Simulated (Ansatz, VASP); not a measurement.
# ZnO in VASP and in Ansatz

```
Zn O
1.0
     3.38661    0.00000    0.00000
    -1.69330    2.93289    0.00000
     0.00000    0.00000    7.34435
Zn O
2 2
Cartesian
  0.0000 0.0000 5.5083
  0.0000 0.0000 1.8361
  0.0000 1.9553 1.8361
  1.6933 0.9776 5.5083
```

Change from the starting cell: strain +0.030 along x and y, +0.030 along z, atoms carried along.

Alike in both runs: task single point; functional LDA; k mesh 9 × 9 × 4; occupations gaussian, width 0.05 eV; no spin polarisation.

```csv
,VASP,Ansatz
version,VASP 6.6.1,Ansatz 0.2.0
potentials or method,"VASP PAW LDA potentials, release 64 (Zn, O), cutoff 520 eV","scalar-relativistic, plane waves, PAW"
valence electrons in the cell,36,36
```

```tsv
	VASP	Ansatz	Ansatz less VASP
gap on the k mesh at the Fermi level (eV)	0.74	0.73	-0.010
least direct gap on the mesh (eV)	0.74	0.73	-0.010
pressure (GPa)	-13.0	-13.5	-0.48
traceless stress, the component that is largest in VASP (GPa)	11.28	11.86	+0.588
```

LDA's correlation is that of Perdew and Zunger in VASP and of Perdew and Wang (1992) in Ansatz.
